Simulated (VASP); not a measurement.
# Bi (P6_3/mmc) in VASP: further runs, part 2 of 2

VASP 6.6.1. The steps go on from the part before.

### 3 Single point, PBE

This run uses another cell than the first one: it holds 4 atoms, not 2.

Contents of INCAR:

```
PREC     = Accurate       # precision mode
ENCUT    = 520            # plane-wave cutoff, eV
EDIFF    = 1E-7           # SCF threshold, eV
ISMEAR   = 0              # smearing method
SIGMA    = 0.1            # smearing width, eV
LREAL    = F              # projectors in reciprocal space
LASPH    = T              # aspherical terms in the spheres
NELM     = 60             # most SCF steps
ALGO     = Normal         # electronic algorithm
ISIF     = 2              # what is computed and relaxed
LWAVE    = F              # write WAVECAR
LCHARG   = F              # write CHGCAR
GGA      = PE             # functional
NBANDS   = 38             # bands
```

Contents of KPOINTS:

```
regular mesh
0
Gamma
  6 6 2
```

Contents of POSCAR:

```
Bi
1.0
    3.5123186338      0.0000000000      0.0000000000
   -1.7561593169      3.0417571630      0.0000000000
    0.0000000000      0.0000000000     11.7681309778
Bi
4
Direct
    0.0000000000      0.0000000000      0.0000000000
    0.0000000000      0.0000000000      0.5000000000
    0.3333333333      0.6666666667      0.7500000000
    0.6666666667      0.3333333333      0.2500000000
```

Potentials or basis: VASP PAW PBE potentials, release 64 (Bi_d).

Command:

```console
cat potpaw_PBE.64/Bi_d/POTCAR > POTCAR
mpirun -np 1 vasp_std > vasp.out
```

OUTCAR:

```text
PREC = Accurate
   ENCUT = 520
   EDIFF = 1E-7
   ISMEAR = 0
   LREAL = F
   LASPH = T
   NELM = 60
   ISIF = 2
   GGA = PE

 ion  position               nearest neighbor table
   1  0.000  0.000  0.000-   3 3.57   4 3.57   3 3.57   4 3.57   4 3.57   3 3.57
   2  0.000  0.000  0.500-   3 3.57   4 3.57   3 3.57   4 3.57   4 3.57   3 3.57
   3  0.333  0.667  0.750-   1 3.57   2 3.57   1 3.57   2 3.57   1 3.57   2 3.57
   4  0.667  0.333  0.250-   1 3.57   2 3.57   1 3.57   2 3.57   1 3.57   2 3.57

  LATTYP: Found a hexagonal cell.
 ALAT       =     3.5123186338
 C/A-ratio  =     3.3505305767

  Lattice vectors:

 A1 = (   3.5123186338,   0.0000000000,   0.0000000000)
 A2 = (  -1.7561593169,   3.0417571630,   0.0000000000)
 A3 = (   0.0000000000,   0.0000000000,  11.7681309778)

Analysis of symmetry for initial positions (statically):
=====================================================================
 Subroutine PRICEL returns:
 Original cell was already a primitive cell.

 Routine SETGRP: Setting up the symmetry group for a
 hexagonal supercell.

 Subroutine GETGRP returns: Found 24 space group operations
 (whereof 12 operations were pure point group operations)
 out of a pool of 24 trial point group operations.

The static configuration has the point symmetry D_3d.
 The point group associated with its full space group is D_6h.

Analysis of symmetry for dynamics (positions and initial velocities):
=====================================================================
 Subroutine PRICEL returns:
 Original cell was already a primitive cell.

 Routine SETGRP: Setting up the symmetry group for a
 hexagonal supercell.

 Subroutine GETGRP returns: Found 24 space group operations
 (whereof 12 operations were pure point group operations)
 out of a pool of 24 trial point group operations.

The dynamic configuration has the point symmetry D_3d.
 The point group associated with its full space group is D_6h.

 Subroutine INISYM returns: Found 24 space group operations
 (whereof 12 operations are pure point group operations),
 and found     1 'primitive' translations

----------------------------------------------------------------------------------------

                                     Primitive cell

  volume of cell :     125.7262

  direct lattice vectors                    reciprocal lattice vectors
     3.512318634  0.000000000  0.000000000     0.284712210  0.164378671  0.000000000
    -1.756159317  3.041757163  0.000000000     0.000000000  0.328757342  0.000000000
     0.000000000  0.000000000 11.768130978     0.000000000  0.000000000  0.084975261

  length of vectors
     3.512318634  3.512318634 11.768130978     0.328757342  0.328757342  0.084975261

  position of ions in fractional coordinates (direct lattice)
     0.000000000  0.000000000  0.000000000
     0.000000000  0.000000000  0.500000000
     0.333333333  0.666666667  0.750000000
     0.666666667  0.333333333  0.250000000

  ion indices of the primitive-cell ions
   primitive index   ion index
                 1           1
                 2           2
[... 28 lines left out ...]

 Following reciprocal coordinates:
            Coordinates               Weight
  0.000000  0.000000  0.000000      1.000000
  0.166667  0.000000  0.000000      6.000000
  0.333333  0.000000  0.000000      6.000000
  0.500000  0.000000  0.000000      3.000000
  0.166667  0.166667  0.000000      6.000000
  0.333333  0.166667  0.000000     12.000000
  0.333333  0.333333  0.000000      2.000000
  0.000000  0.000000  0.500000      1.000000
  0.166667  0.000000  0.500000      6.000000
  0.333333  0.000000  0.500000      6.000000
  0.500000  0.000000  0.500000      3.000000
  0.166667  0.166667  0.500000      6.000000
  0.333333  0.166667  0.500000     12.000000
  0.333333  0.333333  0.500000      2.000000
   k-points           NKPTS =     14   k-points in BZ     NKDIM =     14   number of bands    NBANDS=     38
   number of dos      NEDOS =    301   number of ions     NIONS =      4
   total plane-waves  NPLWV =  70560
   dimension x,y,z NGX =    28 NGY =   28 NGZ =   90
   dimension x,y,z NGXF=    56 NGYF=   56 NGZF=  180
   ions per type =               4
   NGX,Y,Z   is equivalent  to a cutoff of  13.25, 13.25, 12.71 a.u.
   NGXF,Y,Z  is equivalent  to a cutoff of  26.51, 26.51, 25.43 a.u.
 SYSTEM =  unknown system
   PREC   = accura    normal or accurate (medium, high low for compatibility)
   ISTART =      0    job   : 0-new  1-cont  2-samecut
   ICHARG =      2    charge: 1-file 2-atom 10-const
   ISPIN  =      1    spin polarized calculation?
   LNONCOLLINEAR =      F non collinear calculations
   LSORBIT =      F    spin-orbit coupling
   LASPH  =      T    aspherical Exc in radial PAW
   ENCUT  =  520.0 eV  38.22 Ry    6.18 a.u.   6.53  6.53 21.88*2*pi/ulx,y,z
   NELM   =     60;   NELMIN=  2; NELMDL= -5     # of ELM steps
   EDIFF  = 0.1E-06   stopping-criterion for ELM
   LREAL  =      F    real-space projection
   EDIFFG = 0.1E-05   stopping-criterion for IOM
   NSW    =      0    number of steps for IOM
   IBRION =     -1    ionic relax: 0-MD 1-quasi-New 2-CG
   NFREE  =      0    steps in history (QN), initial steepest desc. (CG)
   ISIF   =      2    stress and relaxation
   ISYM   =      2    0-nonsym 1-usesym 2-fastsym
   POTIM  = 0.5000    time-step for ionic-motion
   TEBEG  =    0.0;   TEEND  =   0.0 temperature during run
   PSTRESS=    0.0 pullay stress
   NELECT =      60.0000    total number of electrons
   NUPDOWN=      -1.0000    fix difference up-down
   EMIN   =  10.00;   EMAX   =-10.00  energy-range for DOS
   EFERMI =   0.00;   METHOD = LEGACY
   ISMEAR =     0;   SIGMA  =   0.10  broadening in eV -4-tet -1-fermi 0-gaus
   EFERMI_NEDOS =   21; number of points for ismear=-14 and -15
   IALGO  =     38    algorithm
   IMIX   =      4    mixing-type and parameters
     AMIX     =   0.40;   BMIX     =  1.00
     AMIX_MAG =   1.60;   BMIX_MAG =  1.00
  volume/ion in A,a.u.               =      31.43       212.11
  Fermi-wavevector in a.u.,A,eV,Ry     =   1.279332  2.417587 22.268525  1.636690
  Thomas-Fermi vector in A             =   2.411824
   LORBIT       =      0    0 simple, 1 ext, 2 COOP (PROOUT), +10 PAW based schemes
   GGA     = PE    functional components
   LHFCALC =     F    Hartree Fock is set to
   AEXX    =    0.0000 exact exchange contribution
   IVDW    =     0    specifies the selected vdW correction
   LEPSILON=     F    determine dielectric tensor
   LRPA    =     F    only Hartree local field effects (RPA)
 non-spin polarized calculation
 Gauss-broadening in eV      SIGMA  =   0.10
  energy-cutoff  :      520.00
  volume of cell :      125.73
 maximum number of plane-waves:      3440
 NGX is ok and might be reduce to    28

 number of electron      59.9999992 magnetization

 Free energy of the ion-electron system (eV)
  ---------------------------------------------------
  ext. energy  EPLUGINS =         0.00000000
  ---------------------------------------------------
  free energy    TOTEN  =       -15.14531542 eV

  energy without entropy =      -15.14061380  energy(sigma->0) =      -15.14296461

 E-fermi :   7.8463     XC(G=0): -10.2493

 val. band max:        7.8462593271   @ k =   0.1667   0.1667   0.0000
 cond. band min:       8.2212607542   @ k =   0.3333   0.1667   0.5000
 fundamental gap:      0.3750014271
 Fermi energy:         7.8462593701

 k-point     1 :       0.0000    0.0000    0.0000
  band No.  band energies     occupation
      1     -15.2815      2.00000
      2     -15.2815      2.00000
      3     -15.2776      2.00000
      4     -15.2776      2.00000
      5     -15.2650      2.00000
      6     -15.2633      2.00000
[... 563 lines left out ...]
     37      12.7398      0.00000
     38      12.7398      0.00000

------------------------ aborting loop because EDIFF is reached ----------------------------------------

  FORCE on cell =-STRESS in cart. coord.  units (eV):
  Direction    XX          YY          ZZ          XY          YZ          ZX
  --------------------------------------------------------------------------------------
  -------------------------------------------------------------------------------------
  Total       -0.1334471     -0.1334471     -0.0422077     -0.0000000      0.0000000      0.0000000
  in kB       -1.7005666     -1.7005666     -0.5378686     -0.0000000      0.0000000      0.0000000
  external PRESSURE =      -1.3130006 kB  Pullay stress =       0.0000000 kB

 VOLUME and BASIS-vectors are now :
 -----------------------------------------------------------------------------
  energy-cutoff  :      520.00
  volume of cell :      125.73
      direct lattice vectors                 reciprocal lattice vectors
     3.512318634  0.000000000  0.000000000     0.284712210  0.164378671  0.000000000
    -1.756159317  3.041757163  0.000000000     0.000000000  0.328757342  0.000000000
     0.000000000  0.000000000 11.768130978     0.000000000  0.000000000  0.084975261

 POSITION                                       TOTAL-FORCE (eV/Angst)
 -----------------------------------------------------------------------------------
      0.00000      0.00000      0.00000         0.000000      0.000000      0.000000
      0.00000      0.00000      5.88407         0.000000      0.000000      0.000000
     -0.00000      2.02784      8.82610        -0.000000      0.000000      0.000000
      1.75616      1.01392      2.94203         0.000000     -0.000000     -0.000000
 -----------------------------------------------------------------------------------
    total drift:                               -0.000000      0.000000      0.000000

  FREE ENERGIE OF THE ION-ELECTRON SYSTEM (eV)
  ---------------------------------------------------
  free  energy   TOTEN  =       -15.1453154204 eV

  energy  without entropy=      -15.1406137958  energy(sigma->0) =      -15.14296461
```

Wall time 36 s (1 thread of Intel Xeon 6975P-C (Granite Rapids), shared host); peak memory 0.25 GiB.

What came out:

```yaml
Free_energy: -15.1453 eV
Pressure: -0.1 GPa
Band_gap_on_the_k_mesh: zero (band 30 reaches 12.07 eV, above the bottom of band 31 at 5.69 eV)
```

Levels at points of the mesh, in eV from the Fermi level:
| k point | band 28 | band 29 | band 30 | band 31 | band 32 | band 33 |
| --- | --- | --- | --- | --- | --- | --- |
| (0.00, 0.00, 0.00) | 3.60 | 3.60 | 4.22 | 4.22 | 4.29 | 4.29 |
| (0.50, 0.00, 0.00) | -3.46 | -1.44 | -0.71 | 0.57 | 1.43 | 1.62 |
| (0.00, 0.00, 0.50) | 2.11 | 3.78 | 3.78 | 3.78 | 3.78 | 4.80 |
| (0.50, 0.00, 0.50) | -4.06 | -0.41 | -0.41 | 0.86 | 0.86 | 1.08 |

Caveat: spin-orbit coupling is left out, which moves the levels of the heavy elements.

### 4 Single point, PBE

This run uses another cell than the first one: it holds 4 atoms, not 2.

Contents of INCAR:

```
PREC = Accurate
ENCUT = 520
EDIFF = 1E-6
ISMEAR = 0
SIGMA = 0.1
LREAL = False
LASPH = True
NELM = 60
ALGO = Fast
ISIF = 2
LWAVE = False
LCHARG = False
GGA = PE
NBANDS = 38
```

KPOINTS is that of step 3.

Contents of POSCAR:

```
Bi
1.0
    3.7467851482      0.0000000000      0.0000000000
   -1.8733925741      3.2448111209      0.0000000000
    0.0000000000      0.0000000000     12.0841216167
Bi
4
Direct
    0.0000000000      0.0000000000      0.0000000000
    0.0000000000      0.0000000000      0.5000000000
    0.3333333333      0.6666666667      0.7500000000
    0.6666666667      0.3333333333      0.2500000000
```

Command:

```console
cat potpaw_PBE.64/Bi_d/POTCAR > POTCAR
mpirun -np 1 vasp_std > vasp.out
```

Run time: 37 s. Hardware: 1 thread of Intel Xeon 6975P-C (Granite Rapids), shared host; peak memory 0.26 GiB.

The run converged. Its results:

- Free energy: -14.6615 eV
- Pressure: -5.9 GPa
- Band gap on the k mesh: zero (band 30 reaches 9.19 eV, above the bottom of band 31 at 4.33 eV)

Stress tensor (GPa, compression positive):
```
-6.58  0.00  0.00
 0.00 -6.58  0.00
 0.00  0.00 -4.67
```

Levels at points of the mesh, in eV from the Fermi level:
```tsv
k point	band 28	band 29	band 30	band 31	band 32	band 33
(0.00, 0.00, 0.00)	2.60	2.60	3.14	3.14	3.21	3.21
(0.50, 0.00, 0.00)	-2.81	-1.15	-0.57	0.28	1.22	1.31
(0.00, 0.00, 0.50)	1.97	2.76	2.76	2.76	2.76	3.64
(0.50, 0.00, 0.50)	-3.35	-0.22	-0.22	0.54	0.54	1.03
```

Caveat: spin-orbit coupling is left out, which moves the levels of the heavy elements.

### 5 Summary

```csv
task,cell,k mesh,cutoff (eV),gap on the mesh (eV),pressure (GPa)
relaxation of cell and atoms,"relaxed from a = 3.763, b = 3.763, c = 6.107 Å, angles 90.0, 90.0, 120.0°, 2 atoms",6 × 6 × 4,600,none,-0.2
single point,"a = 3.512, b = 3.512, c = 11.768 Å, angles 90.0, 90.0, 120.0°, 4 atoms",6 × 6 × 2,520,none,-0.1
single point,"a = 3.747, b = 3.747, c = 12.084 Å, angles 90.0, 90.0, 120.0°, 4 atoms",6 × 6 × 2,520,none,-5.9
```

Alike in all rows: level PBE; potentials or basis VASP PAW PBE potentials, release 64 (Bi_d); no spin polarisation; smearing gaussian 0.1 eV.

Caveats: spin-orbit coupling is left out, which moves the levels of the heavy elements.

Absolute energies hang on the potentials; compare differences alone.
